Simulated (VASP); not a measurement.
Runs of VASP 6.6.1 on Mg2BeSeO2. The structure is that of space group P4/mmm (No. 123), or close to it. The cells are those of the table. 

```tsv
task	cell	k mesh	cutoff (eV)	gap on the mesh (eV)	pressure (GPa)	largest force (eV/Å)
single point	a = 3.507, b = 3.507, c = 5.880 Å, 6 atoms	10 × 10 × 6	520	none	(a)	0.04
relaxation of cell and atoms	relaxed from a = 3.505, b = 3.505, c = 5.874 Å, 6 atoms	6 × 6 × 4	600	none	-0.2	0.04
single point	a = 3.505, b = 3.505, c = 5.874 Å, 6 atoms	6 × 6 × 2	520	-	-0.1	0.04
single point	a = 3.505, b = 3.505, c = 5.874 Å, 6 atoms	6 × 6 × 4	520	none	-0.1	0.03
```

Alike in all rows: level PBE; potentials or basis VASP PAW PBE potentials, release 64 (Mg, Be, Se, O); no spin polarisation; smearing gaussian 0.1 eV.

**Question.** Fill in the values left out.

**Answer.** (a) -0.3.

Caveats: some runs use coarse meshes; the relaxation stopped at its first step, so nothing moved (some runs).

A k mesh can miss the band edges, and the runs leave out spin-orbit coupling on Se.

A gap of «none» marks levels without a gap at the run's occupations.
